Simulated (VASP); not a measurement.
ZrS, 2 atoms in the cell. Symmetry: Fm-3m, No. 225, cubic system. Conventional cell: a = 5.250 Å, b = 5.250 Å, c = 5.250 Å, α = 90.00°, β = 90.00°, γ = 90.00°. Zr (site symmetry m-3m) has 6 S at 2.62 Å within 3.5 Å. S (site symmetry m-3m) has 6 Zr at 2.62 Å within 3.5 Å. 

| Quantity | Value |
| --- | --- |
| Program | VASP 6.6.1 |
| Task | single point |
| Functional | r2SCAN |
| Potentials or basis | VASP PAW PBE potentials, release 64 (Zr_sv, S) |
| Cutoff | 520 eV |
| k mesh | 14 × 14 × 14 |
| Occupations | methfessel-paxton, width 0.05 eV |
| Spin | no spin polarisation |
| Dipole correction | no |
| Further INCAR settings | ALGO = Normal; EDIFF = 1e-06; NBANDS = 16 |

Potentials or basis: VASP PAW PBE potentials, release 64 (Zr_sv, S).

Command:

```sh
$ cat potpaw_PBE.64/Zr_sv/POTCAR potpaw_PBE.64/S/POTCAR > POTCAR
$ cp INCAR.step1 INCAR
$ mpirun -np 1 vasp_std > vasp.out
$ cp INCAR.step2 INCAR
$ mpirun -np 1 vasp_std > vasp.out
```

Hardware: 1 thread of Intel(R) Xeon(R) Platinum 8259CL CPU @ 2.50GHz (Skylake/Cascade Lake) (shared host).

Question: How long does it take, and how much memory?

Answer: Wall time 3.4 min on 1 thread of Intel(R) Xeon(R) Platinum 8259CL CPU @ 2.50GHz (Skylake/Cascade Lake), on a shared host, peak memory 0.2 GiB. Counts: k points 104.
